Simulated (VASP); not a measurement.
A run of VASP 6.6.1 is set up as follows.

File INCAR:

```
SYSTEM = KCdCO3F
PREC     = Accurate       ! precision mode
ENCUT    = 520            ! plane-wave cutoff, eV
EDIFF    = 1E-6           ! SCF threshold, eV
ISMEAR   = -1             ! smearing method
SIGMA    = 0.05           ! smearing width, eV
LREAL    = .False.        ! projectors in reciprocal space
LASPH    = .True.         ! aspherical terms in the spheres
NELM     = 60             ! most SCF steps
ALGO     = Normal         ! electronic algorithm
ISIF     = 2              ! what is computed and relaxed
LWAVE    = .False.        ! write WAVECAR
LCHARG   = .False.        ! write CHGCAR
GGA      = PE             ! functional
NBANDS   = 63             ! bands
```

The input KPOINTS:

```
regular mesh
0
Gamma
  2 2 1
  0 0 0
```

Contents of POSCAR:

```
KCdCO3F
1.0
    5.2375980000      0.0000000000      0.0000000000
   -2.6187990000      4.5358930000      0.0000000000
    0.0000000000      0.0000000000      9.0229200000
K Cd C O F
2 2 2 6 2
Direct
    0.6152299231      0.2164072212      0.4997606096
    0.6504819939      0.1874382839     -0.0274190617
   -0.0461109219     -0.0530435793      0.2161717049
   -0.0050787131      0.0574308080      0.7299300005
    0.2700785164      0.5544002030      0.2607359923
    0.2165457479      0.6683138249      0.7469089829
    0.2844337175      0.8076028248      0.2377833340
    0.4583516235      0.4942576908      0.2944833823
   -0.0142864257      0.3574819776      0.2226773594
   -0.0626017501      0.4793102483      0.7142033843
    0.3873210687      0.5564505159      0.7597762144
    0.2998133517      0.9318782432      0.7679664676
   -0.0511267790     -0.0301594416      0.5049363177
   -0.0604852950     -0.0424613191     -0.0127342368
```

Potentials or basis: VASP PAW PBE potentials, release 64 (K_sv, Cd, C, O, F).

Launch:

```console
$ cat potpaw_PBE.64/K_sv/POTCAR potpaw_PBE.64/Cd/POTCAR potpaw_PBE.64/C/POTCAR potpaw_PBE.64/O/POTCAR potpaw_PBE.64/F/POTCAR > POTCAR
$ mpirun -np 1 vasp_std > vasp.out
```

Question: What does it give for the pressure?

Answer: 7.3 GPa.

Question: What does it give for the largest force?

Answer: 6.904 eV/Å.

Question: Predict the band gap on the k mesh.

Answer: 2.40 eV, direct.

Forces in eV/Å, atoms in the order of the input:
```
K   -0.507  0.037 -0.730
K   -1.041  0.873  0.680
Cd   0.633 -1.644  2.150
Cd  -1.727  0.466  0.679
C   -6.408  0.401 -2.537
C    0.666 -4.560 -0.430
O    2.221  2.291  0.849
O    2.859  0.013  0.545
O    0.935 -0.840  0.951
O    0.181  0.207  0.472
O    0.479  0.888  0.106
O    1.402  2.447  0.153
F   -0.035 -0.181 -1.348
F    0.339 -0.398 -1.539
```

Caveat: the k points lie up to 0.70 Å⁻¹ apart; forces of over 1 eV/Å act on the atoms, so gaps and moduli don't describe the material at rest. PBE gaps usually lie below the measured ones, often by a third to a half.
